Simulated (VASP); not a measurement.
A run of VASP 6.6.1:

Contents of POSCAR:

```
InP
1.0
    0.0000000000      2.9305000000      2.9305000000
    2.9305000000      0.0000000000      2.9305000000
    2.9305000000      2.9305000000      0.0000000000
In P
1 1
Direct
    0.0000000000      0.0000000000      0.0000000000
    0.7500000000      0.7500000000      0.7500000000
```

INCAR.step1

```
SYSTEM = InP
ALGO = Normal ; EDIFF = 1E-5
ENCUT = 520 ; GGA = PE
ISIF = 2 ; ISMEAR = -1
LASPH = .True. ; LCHARG = .False.
LREAL = .False. ; LWAVE = .True.
NBANDS = 16 ; NELM = 60
PREC = Accurate ; SIGMA = 0.05
```

The input INCAR.step2:

```
SYSTEM = InP
AEXX = 0.1 ; ALGO = Normal
EDIFF = 1E-6 ; ENCUT = 520
ISIF = 2 ; ISMEAR = -1
ISTART = 1 ; LASPH = .True.
LCHARG = .False. ; LHFCALC = .True.
LMIXTAU = .True. ; LREAL = .False.
LWAVE = .False. ; METAGGA = R2SCAN
NBANDS = 16 ; NELM = 60
PREC = Accurate ; PRECFOCK = Normal
SIGMA = 0.05
```

KPOINTS

```
k-points
0
Gamma
  4 4 4
  0 0 0
```

Potentials or basis: VASP PAW PBE potentials, release 64 (In_d, P).

Run with:

```console
$ cat potpaw_PBE.64/In_d/POTCAR potpaw_PBE.64/P/POTCAR > POTCAR
$ cp INCAR.step1 INCAR
$ mpirun -np 1 vasp_std > vasp.out
$ cp INCAR.step2 INCAR
$ mpirun -np 1 vasp_std > vasp.out
```

Hardware: 1 thread of Intel(R) Xeon(R) Platinum 8124M CPU @ 3.00GHz (Skylake/Cascade Lake), on a shared host.

Task: Estimate the wall time of this run.

Result: Wall time 5.9 min on 1 thread of Intel(R) Xeon(R) Platinum 8124M CPU @ 3.00GHz (Skylake/Cascade Lake), with other jobs on the host, peak memory 0.19 GiB. Counts: k points 8.
